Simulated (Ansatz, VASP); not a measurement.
## NaCl: VASP beside Ansatz

The input INCAR:

```
SYSTEM = NaCl
PREC = Accurate
ENCUT = 520
EDIFF = 1E-6
ISMEAR = 0
SIGMA = 0.05
LREAL = .FALSE.
LASPH = .TRUE.
NELM = 60
ALGO = Normal
ISIF = 2
LWAVE = .FALSE.
LCHARG = .TRUE.
GGA = PE
LELF = .TRUE.
LVHAR = .TRUE.
NBANDS = 14
```

KPOINTS

```
regular mesh
0
G
  8 8 8
  0 0 0
```

File POSCAR:

```
NaCl
1.0
    0.0000000000      2.6052100000      2.7184800000
    2.6052100000      0.0000000000      2.7184800000
    2.6052100000      2.6052100000      0.0000000000
Na Cl
1 1
Direct
    0.0000000000      0.0000000000      0.0000000000
    0.5000000000      0.5000000000      0.5000000000
```

Input for Ansatz:

```yaml
crystal:
  lattice:
    - [0.0, 2.60521, 2.71848]
    - [2.60521, 0.0, 2.71848]
    - [2.60521, 2.60521, 0.0]
  atoms:
    - { symbol: Na, position: [0.0, 0.0, 0.0] }
    - { symbol: Cl, position: [0.5, 0.5, 0.5] }
basis:
  ecutwfc: 420
kpoints:
  mp_grid: { grid: [8, 8, 8] }
hamiltonian:
  xc: pbe
scf:
  occupations: { method: gaussian, width: 0.05 }
output:
  forces: true
  stress: true
  eigenvalues: true
  write_density: true
  write_potential: true
  elf: true
  volumetric_format: npy
```

Change from the starting cell: strain -0.080 along x and y, -0.040 along z, atoms carried along.

Alike in both runs: task single point; functional PBE; k mesh 8 × 8 × 8; occupations gaussian, width 0.05 eV; no spin polarisation.

|  | VASP | Ansatz |
| --- | --- | --- |
| version | VASP 6.6.1 | Ansatz 0.2.0 |
| potentials or method | VASP PAW PBE potentials, release 64 (Na_pv, Cl), cutoff 520 eV | scalar-relativistic, plane waves, PAW |
| valence electrons in the cell | 14 | 16 |

```tsv
	VASP	Ansatz	Ansatz less VASP
gap on the k mesh at the Fermi level (eV)	5.96	5.97	+0.001
least direct gap on the mesh (eV)	5.96	5.97	+0.001
pressure (GPa)	9.2	9.1	-0.06
traceless stress, the component that is largest in VASP (GPa)	-2.93	-2.90	+0.026
```

The functional is the same, so the differences come from potentials, cutoffs and numerics. VASP's potentials hold 14 valence electrons a cell and Ansatz's 16, so a difference there can come from the potentials and not from the codes.
